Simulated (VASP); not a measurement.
Set up this calculation in VASP 6.6.1, as the native input.

* Task: single point
* Functional: LDA
* Potentials or basis: VASP PAW LDA potentials, release 64 (Ga_d, Sb)
* Cutoff: 520 eV
* k mesh: 10 × 10 × 10
* Occupations: gaussian, width 0.15 eV
* Spin: no spin polarisation
* Dipole correction: no
* Further INCAR settings: ALGO = Normal; EDIFF = 1e-07; NBANDS = 22

The structure of GaSb3 lies in POSCAR:

```
GaSb3
1.0
    0.0000000000      3.6220011279      3.6220011279
    3.6220011279      0.0000000000      3.6220011279
    3.6220011279      3.6220011279      0.0000000000
Ga Sb
1 3
Direct
    0.0000000000      0.0000000000      0.0000000000
    0.2500000000      0.2500000000      0.2500000000
    0.7500000000      0.7500000000      0.7500000000
    0.5000000000      0.5000000000      0.5000000000
```

These files were run (other wordings do the same):

INCAR

```
SYSTEM = GaSb3
ALGO = Normal ; EDIFF = 1E-7
ENCUT = 520 ; ISIF = 2
ISMEAR = 0 ; LASPH = .TRUE.
LCHARG = .FALSE. ; LREAL = .FALSE.
LWAVE = .FALSE. ; NBANDS = 22
NELM = 100 ; PREC = Accurate
SIGMA = 0.15
```

KPOINTS

```
k-points
0
G
  10 10 10
  0 0 0
```

Potentials or basis: VASP PAW LDA potentials, release 64 (Ga_d, Sb).

Run with:

```console
$ cat potpaw_LDA.64/Ga_d/POTCAR potpaw_LDA.64/Sb/POTCAR > POTCAR
$ mpirun -np 1 vasp_std > vasp.out
```

It gave:

```
Pressure               : 0.1 GPa
Band gap on the k mesh : zero (band 14 reaches 9.87 eV, above the bottom of band 15 at 5.79 eV)
```

Caveat: spin-orbit coupling is left out, which moves the levels of the heavy elements.

It took 50 s on 1 thread of Intel(R) Xeon(R) Platinum 8488C (Sapphire Rapids) (shared host), peak memory 0.25 GiB.
